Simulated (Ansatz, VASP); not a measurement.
One calculation of Zn, two programs

```
Zn
1.0
     2.66480    0.02665    0.02665
    -1.30932    2.29446    0.00975
     0.04947    0.04947    4.94670
Zn
2
Direct
  0.33333 0.66667 0.25000
  0.66667 0.33333 0.75000
```

Change from the starting cell: equal xy, yz and zx shear strains of +2 %.

Alike in both runs: task single point; functional PBEsol; k mesh 16 × 16 × 8; occupations fermi-dirac, width 0.03 eV; no spin polarisation.

|  | VASP | Ansatz |
| --- | --- | --- |
| version | VASP 6.6.1 | Ansatz 0.2.0 |
| potentials or method | VASP PAW PBE potentials, release 64 (Zn), cutoff 520 eV | all-electron LAPW, scalar-relativistic |

Ansatz gave:

| Quantity | Value |
| --- | --- |
| pressure (GPa) | -5.3 |
| traceless stress, the component that is largest in VASP (GPa) | -1.41 |
| rms of the force components (eV/Å) | 0.007 |

Task: Estimate VASP's values.

Result: Pressure (GPa): -5.0; traceless stress, the component that is largest in VASP (GPa): -1.43; rms of the force components (eV/Å): 0.007.

VASP's potentials were made for PBE, not for PBEsol. Atom by atom the forces differ by 0.001 eV/Å (rms over components). Ansatz ran all-electron here, and VASP with PAW potentials.
